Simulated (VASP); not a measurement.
Write the native input for VASP 6.6.1 that does the following.

```yaml
Task: single point
Functional: PBE
Potentials_or_basis: VASP PAW PBE potentials, release 64 (Al, Cu)
Cutoff: 520 eV
k_mesh: 18 × 18 × 4
Occupations: gaussian, width 0.1 eV
Spin: no spin polarisation
Dipole_correction: no
Further_INCAR_settings: ALGO = Fast; EDIFF = 1e-06; NBANDS = 22
```

The structure of Al5Cu lies in POSCAR:

```
Al5Cu
1.0
    2.8347021190      0.0000000000      0.0000000000
   -1.4173510595      2.4549240472      0.0000000000
    0.0000000000      0.0000000000     13.5223678680
Al Cu
5 1
Direct
    0.3333333333      0.6666666667      0.8245179236
    0.3333333333      0.6666666667      0.1754820764
    0.6666666667      0.3333333333      0.0000000000
    0.6666666667      0.3333333333      0.3496167974
    0.6666666667      0.3333333333      0.6503832026
    0.3333333333      0.6666666667      0.5000000000
```

The input as run:

INCAR

```
SYSTEM = Al5Cu
PREC = Accurate ; ENCUT = 520
EDIFF = 1E-6 ; ISMEAR = 0
SIGMA = 0.1 ; LREAL = .False.
LASPH = .True. ; NELM = 80
ALGO = Fast ; ISIF = 2
LWAVE = .False. ; LCHARG = .False.
GGA = PE ; NBANDS = 22
```

KPOINTS

```
regular mesh
0
Gamma
  18 18 4
  0 0 0
```

Potentials or basis: VASP PAW PBE potentials, release 64 (Al, Cu).

Launch:

```console
$ cat potpaw_PBE.64/Al/POTCAR potpaw_PBE.64/Cu/POTCAR > POTCAR
$ mpirun -np 1 vasp_std > vasp.out
```

It gave:

The pressure is 0.2 GPa. The largest force is 0.019 eV/Å. The band gap on the k mesh is zero (bands 13 and 14 overlap by 3.85 eV).

Wall time 9.2 min on 1 thread of Intel Xeon 8259CL, with other jobs on the host, peak memory 0.38 GiB.
